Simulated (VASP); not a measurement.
# GeSb4Te4 in VASP: single point with PBE

Aim: the single point of GeSb4Te4 with PBE.

Everything below comes from runs of VASP 6.6.1. Logs are shortened: lines on timing, memory, paths and dates and some standing lists are left out, and cuts for length are marked.

## Step 1: The cell of the first run

The typed cell holds 9 atoms: a = 4.330 Å, b = 4.330 Å, c = 18.343 Å, α = 76.35°, β = 76.35°, γ = 60.00°.

## Step 2: Single point, PBE (the part above a cut slid along it)

Contents of INCAR:

```
PREC     = Accurate       # precision mode
ENCUT    = 520            # plane-wave cutoff, eV
EDIFF    = 1E-6           # SCF threshold, eV
ISMEAR   = 0              # smearing method
SIGMA    = 0.03           # smearing width, eV
LREAL    = F              # projectors in reciprocal space
LASPH    = T              # aspherical terms in the spheres
NELM     = 100            # most SCF steps
ALGO     = Normal         # electronic algorithm
ISIF     = 2              # what is computed and relaxed
LWAVE    = F              # write WAVECAR
LCHARG   = T              # write CHGCAR
GGA      = PE             # functional
LELF     = T              # ELF
LVHAR    = T            
NBANDS   = 39             # bands
```

Contents of KPOINTS:

```
Automatic mesh
0
Gamma
  9 9 2
```

Contents of POSCAR:

```
GeSb4Te4
1.0
   -4.3299846501      0.0000000000      0.0000000000
   -2.1649923251     -3.7498767050      0.0000000000
   -4.3302011494     -2.5000427992     17.6486093019
Ge Sb Te
1 4 4
Direct
   -0.4127206350     -0.4127206350      0.6190500000
    0.2245617624      0.2245617624      0.1631491990
    0.6166969676      0.6166969676      0.0749508010
    0.3934407721      0.3934407721      0.4098183509
   -0.2188820421     -0.2188820421      0.8282816491
   -0.0157297715     -0.0157297715      0.5235684789
    0.1902885015      0.1902885015      0.7145315211
    0.7913117570      0.7913117570      0.3130167137
   -0.6167530270     -0.6167530270      0.9250832863
```

Potentials or basis: VASP PAW PBE potentials, release 64 (Ge_d, Sb, Te).

The run is started by

```console
cat potpaw_PBE.64/Ge_d/POTCAR potpaw_PBE.64/Sb/POTCAR potpaw_PBE.64/Te/POTCAR > POTCAR
mpirun -np 1 vasp_std > vasp.out
```

OUTCAR:

```text
PREC = Accurate
   ENCUT = 520
   EDIFF = 1E-6
   ISMEAR = 0
   LREAL = F
   LASPH = T
   NELM = 100
   ISIF = 2
   GGA = PE

 ion  position               nearest neighbor table
   1  0.587  0.587  0.619-   7 3.01   6 3.01   6 3.01   7 3.01   6 3.01   7 3.01
   2  0.225  0.225  0.163-   3 2.94   3 2.94   3 2.94   8 3.64   8 3.64   8 3.64
   3  0.617  0.617  0.075-   2 2.94   2 2.94   2 2.94   9 3.64   9 3.64   9 3.64
   4  0.393  0.393  0.410-   8 3.03   8 3.03   8 3.03   6 3.21   6 3.21   6 3.21
   5  0.781  0.781  0.828-   9 3.03   9 3.03   9 3.03   7 3.21   7 3.21   7 3.21
   6  0.984  0.984  0.524-   1 3.01   1 3.01   1 3.01   4 3.21   4 3.21   4 3.21
   7  0.190  0.190  0.715-   1 3.01   1 3.01   1 3.01   5 3.21   5 3.21   5 3.21
   8  0.791  0.791  0.313-   4 3.03   4 3.03   4 3.03   2 3.64   2 3.64   2 3.64
   9  0.383  0.383  0.925-   5 3.03   5 3.03   5 3.03   3 3.64   3 3.64   3 3.64

  LATTYP: Found a trigonal (rhomboedric) cell.
 ALAT       =    17.8248036269
 COS(alpha) =     0.9704950766

  Lattice vectors:

 A1 = (  -0.0002164993,  -2.5000427992,  17.6486093019)
 A2 = (   2.1647758258,   1.2498339058,  17.6486093019)
 A3 = (  -2.1652088243,   1.2498339058,  17.6486093019)

Analysis of symmetry for initial positions (statically):
=====================================================================
 Subroutine PRICEL returns:
 Original cell was already a primitive cell.

 Routine SETGRP: Setting up the symmetry group for a
 trigonal (rhombohedral) supercell.

 Subroutine GETGRP returns: Found  2 space group operations
 (whereof  2 operations were pure point group operations)
 out of a pool of 12 trial point group operations.

The static configuration has the point symmetry C_1h.

Analysis of symmetry for dynamics (positions and initial velocities):
=====================================================================
 Subroutine PRICEL returns:
 Original cell was already a primitive cell.

 Routine SETGRP: Setting up the symmetry group for a
 trigonal (rhombohedral) supercell.

 Subroutine GETGRP returns: Found  2 space group operations
 (whereof  2 operations were pure point group operations)
 out of a pool of 12 trial point group operations.

The dynamic configuration has the point symmetry C_1h.

 Subroutine INISYM returns: Found  2 space group operations
 (whereof  2 operations are pure point group operations),
 and found     1 'primitive' translations

----------------------------------------------------------------------------------------

                                     Primitive cell

  volume of cell :     286.5589

  direct lattice vectors                    reciprocal lattice vectors
    -4.329984650  0.000000000  0.000000000    -0.230947701  0.133337717 -0.037776348
    -2.164992325 -3.749876705  0.000000000     0.000000000 -0.266675435 -0.037776348
    -4.330201149 -2.500042799 17.648609302     0.000000000  0.000000000  0.056661688

  length of vectors
     4.329984650  4.329984650 18.343234891     0.269337780  0.269337780  0.056661688

  position of ions in fractional coordinates (direct lattice)
     0.587279365  0.587279365  0.619050000
     0.224561762  0.224561762  0.163149199
     0.616696968  0.616696968  0.074950801
     0.393440772  0.393440772  0.409818351
     0.781117958  0.781117958  0.828281649
     0.984270229  0.984270229  0.523568479
     0.190288501  0.190288501  0.714531521
     0.791311757  0.791311757  0.313016714
     0.383246973  0.383246973  0.925083286

  ion indices of the primitive-cell ions
   primitive index   ion index
                 1           1
                 2           2
                 3           3
                 4           4
                 5           5
                 6           6
                 7           7
                 8           8
                 9           9

----------------------------------------------------------------------------------------

 KPOINTS: Automatic mesh

Automatic generation of k-mesh.
 Grid dimensions read from file:
 generate k-points for:    9    9    2

 Generating k-lattice:

  Cartesian coordinates                     Fractional coordinates (reciprocal lattice)
    -0.025660856  0.014815302 -0.004197372     0.111111111 -0.000000000  0.000000000
     0.000000000 -0.029630604 -0.004197372     0.000000000  0.111111111  0.000000000
     0.000000000  0.000000000  0.028330844     0.000000000  0.000000000  0.500000000

  Length of vectors
     0.029926420  0.029926420  0.028330844

  Shift w.r.t. Gamma in fractional coordinates (k-lattice)
     0.000000000  0.000000000  0.000000000

 -----------------------------------------------------------------------------
|                                                                             |
|           W    W    AA    RRRRR   N    N  II  N    N   GGGG   !!!           |
|           W    W   A  A   R    R  NN   N  II  NN   N  G    G  !!!           |
|           W    W  A    A  R    R  N N  N  II  N N  N  G       !!!           |
|           W WW W  AAAAAA  RRRRR   N  N N  II  N  N N  G  GGG   !            |
|           WW  WW  A    A  R   R   N   NN  II  N   NN  G    G                |
|           W    W  A    A  R    R  N    N  II  N    N   GGGG   !!!           |
|                                                                             |
|     Your reciprocal lattice and k-lattice belong to different lattice       |
|     classes:                                                                |
|                                                                             |
|        The reciprocal lattice is rhombohedral (trigonal),                   |
|        whereas your k-lattice is base-centered monoclinic.                  |
|                                                                             |
|     Results are often still useful ...                                      |
|                                                                             |
 -----------------------------------------------------------------------------

 WARNING: IBZKPT: internal override: KBLOWUP is changed to .FALSE.
      ... skipping the blow-up phase ...

 Subroutine IBZKPT returns following result:
 ===========================================

 Found     50 irreducible k-points:

 Following reciprocal coordinates:
            Coordinates               Weight
  0.000000  0.000000  0.000000      1.000000
  0.111111  0.000000  0.000000      4.000000
  0.222222  0.000000  0.000000      4.000000
  0.333333 -0.000000 -0.000000      4.000000
  0.444444  0.000000  0.000000      4.000000
  0.111111  0.111111  0.000000      2.000000
[... 16 lines left out ...]
 -0.333333  0.333333  0.000000      2.000000
  0.444444  0.444444  0.000000      2.000000
 [... further k-points ...]
   k-points           NKPTS =     50   k-points in BZ     NKDIM =     50   number of bands    NBANDS=     39
   number of dos      NEDOS =    301   number of ions     NIONS =      9
   total plane-waves  NPLWV = 143360
   dimension x,y,z NGX =    32 NGY =   32 NGZ =  140
   dimension x,y,z NGXF=    64 NGYF=   64 NGZF=  280
   ions per type =               1   4   4
   NGX,Y,Z   is equivalent  to a cutoff of  12.29, 12.29, 12.69 a.u.
   NGXF,Y,Z  is equivalent  to a cutoff of  24.57, 24.57, 25.38 a.u.
 SYSTEM =  unknown system
   PREC   = accura    normal or accurate (medium, high low for compatibility)
   ISTART =      0    job   : 0-new  1-cont  2-samecut
   ICHARG =      2    charge: 1-file 2-atom 10-const
   ISPIN  =      1    spin polarized calculation?
   LNONCOLLINEAR =      F non collinear calculations
   LSORBIT =      F    spin-orbit coupling
   LASPH  =      T    aspherical Exc in radial PAW
   ENCUT  =  520.0 eV  38.22 Ry    6.18 a.u.   8.05  8.05 34.11*2*pi/ulx,y,z
   NELM   =    100;   NELMIN=  2; NELMDL= -5     # of ELM steps
   EDIFF  = 0.1E-05   stopping-criterion for ELM
   LREAL  =      F    real-space projection
[... 7 lines left out ...]
   TEBEG  =    0.0;   TEEND  =   0.0 temperature during run
   PSTRESS=    0.0 pullay stress
   NELECT =      58.0000    total number of electrons
   NUPDOWN=      -1.0000    fix difference up-down
   EMIN   =  10.00;   EMAX   =-10.00  energy-range for DOS
   EFERMI =   0.00;   METHOD = LEGACY
   ISMEAR =     0;   SIGMA  =   0.03  broadening in eV -4-tet -1-fermi 0-gaus
   EFERMI_NEDOS =   21; number of points for ismear=-14 and -15
   IALGO  =     38    algorithm
   IMIX   =      4    mixing-type and parameters
     AMIX     =   0.40;   BMIX     =  1.00
     AMIX_MAG =   1.60;   BMIX_MAG =  1.00
  volume/ion in A,a.u.               =      31.84       214.87
  Fermi-wavevector in a.u.,A,eV,Ry     =   0.961198  1.816401 12.570446  0.923902
  Thomas-Fermi vector in A             =   2.090549
   LORBIT       =      0    0 simple, 1 ext, 2 COOP (PROOUT), +10 PAW based schemes
   GGA     = PE    functional components
   LHFCALC =     F    Hartree Fock is set to
   AEXX    =    0.0000 exact exchange contribution
   IVDW    =     0    specifies the selected vdW correction
   LEPSILON=     F    determine dielectric tensor
   LRPA    =     F    only Hartree local field effects (RPA)
 non-spin polarized calculation
 Gauss-broadening in eV      SIGMA  =   0.03
  energy-cutoff  :      520.00
  volume of cell :      286.56
 maximum number of plane-waves:      7742
   NGX = 17   NGY = 17   NGZ = 69

 number of electron      57.9999996 magnetization

 Free energy of the ion-electron system (eV)
  ---------------------------------------------------
  ext. energy  EPLUGINS =         0.00000000
  ---------------------------------------------------
  free energy    TOTEN  =       -34.25396837 eV

  energy without entropy =      -34.25395763  energy(sigma->0) =      -34.25396300

 E-fermi :   6.3637     XC(G=0):  -9.2558

 val. band max:        6.3115636146   @ k =   0.0000   0.0000   0.0000
 cond. band min:       6.4213144671   @ k =   0.3333   0.3333   0.0000
 fundamental gap:      0.1097508524
 Fermi energy:         6.3636910509

 k-point     1 :       0.0000    0.0000    0.0000
  band No.  band energies     occupation
      1     -18.7904      2.00000
      2     -18.7900      2.00000
      3     -18.7852      2.00000
      4     -18.7848      2.00000
      5     -18.7844      2.00000
      6      -6.8698      2.00000
[... 31 lines left out ...]
     38       7.9156      0.00000
     39       8.3995      0.00000
[... 964 lines left out ...]
     38       9.3944      0.00000
     39       9.4632      0.00000

 [... further k-points ...]
[... 5 lines left out ...]
  --------------------------------------------------------------------------------------
  -------------------------------------------------------------------------------------
  Total       -0.3245413     -0.3409557      1.6314810      0.0142153     -0.0024173     -0.0041868
  in kB       -1.8145405     -1.9063152      9.1217624      0.0794792     -0.0135151     -0.0234086
  external PRESSURE =       1.8003022 kB  Pullay stress =       0.0000000 kB

 VOLUME and BASIS-vectors are now :
 -----------------------------------------------------------------------------
  energy-cutoff  :      520.00
  volume of cell :      286.56
      direct lattice vectors                 reciprocal lattice vectors
    -4.329984650  0.000000000  0.000000000    -0.230947701  0.133337717 -0.037776348
    -2.164992325 -3.749876705  0.000000000     0.000000000 -0.266675435 -0.037776348
    -4.330201149 -2.500042799 17.648609302     0.000000000  0.000000000  0.056661688

 POSITION                                       TOTAL-FORCE (eV/Angst)
 -----------------------------------------------------------------------------------
     -6.49498     -3.74988     10.92537         0.000625      0.000361     -0.000083
     -2.16499     -1.24996      2.87936        -0.000109     -0.000063      0.281578
     -4.32998     -2.49992      1.32278        -0.003057     -0.001765      0.150430
     -4.32998     -2.49992      7.23272        -0.000253     -0.000146      0.012423
     -8.65997     -4.99984     14.61802        -0.001371     -0.000791     -0.177963
     -8.65997     -4.99984      9.24026         0.000045      0.000026     -0.003440
     -4.32998     -2.49992     12.61049        -0.001359     -0.000784      0.053611
     -6.49498     -3.74988      5.52431         0.000403      0.000233     -0.059740
     -6.49498     -3.74988     16.32643         0.005076      0.002931     -0.256815
 -----------------------------------------------------------------------------------
    total drift:                               -0.000434     -0.000250      0.000659

  FREE ENERGIE OF THE ION-ELECTRON SYSTEM (eV)
  ---------------------------------------------------
  free  energy   TOTEN  =       -34.2539683652 eV

  energy  without entropy=      -34.2539576260  energy(sigma->0) =      -34.25396300
```

Wall time 15 min (1 thread of Intel Xeon Platinum 8259CL at 2.50GHz (Skylake/Cascade Lake), shared host); peak memory 0.71 GiB.

Results:

- Free energy: -34.2540 eV
- Pressure: 0.2 GPa
- Largest force: 0.282 eV/Å
- Band gap on the k mesh: 0.11 eV (least direct gap 0.18 eV)

Forces in eV/Å, atoms in the order of the input:
```
Ge   0.001  0.000  0.000
Sb   0.000  0.000  0.282
Sb  -0.003 -0.002  0.150
Sb   0.000  0.000  0.012
Sb  -0.001 -0.001 -0.178
Te   0.000  0.000 -0.003
Te  -0.001 -0.001  0.054
Te   0.000  0.000 -0.060
Te   0.005  0.003 -0.257
```

Caveat: the cell differs from its parent crystal (the part above a cut slid along it); spin-orbit coupling is left out, which moves the levels of the heavy elements. A k mesh can miss the band edges.
